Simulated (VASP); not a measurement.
Here is a VASP 6.6.1 calculation.

INCAR

```
PREC = Accurate ; ENCUT = 520
EDIFF = 1E-7 ; ISMEAR = 0
SIGMA = 0.15 ; LREAL = F
LASPH = T ; NELM = 80
ALGO = Fast ; ISIF = 2
LWAVE = F ; LCHARG = T
GGA = PE ; LELF = T
LVHAR = T ; NBANDS = 13
```

Contents of KPOINTS:

```
regular mesh
0
Gamma
  22 22 22
```

Contents of POSCAR:

```
Mo
1.0
   -1.5710000000      1.5474350000      1.5710000000
    1.5710000000     -1.5474350000      1.5710000000
    1.5710000000      1.5474350000     -1.5710000000
Mo
1
Direct
    0.0000000000      0.0000000000      0.0000000000
```

Potentials or basis: VASP PAW PBE potentials, release 64 (Mo_sv).

Command:

```sh
$ cat potpaw_PBE.64/Mo_sv/POTCAR > POTCAR
$ mpirun -np 1 vasp_std > vasp.out
```

Task: What does it give for the pressure?

Result: 9.8 GPa.

Task: Predict the band gap on the k mesh.

Result: Zero (bands 7 and 8 overlap by 5.46 eV).

Stress tensor (GPa, compression positive):
```
 8.13  0.00  0.00
 0.00 13.02  0.00
 0.00  0.00  8.13
```

Caveat: the cell differs from its parent crystal (strain -0.0150 x Voigt [0, 1, 0, 0, 0, 0]); the cell stands under pressure.
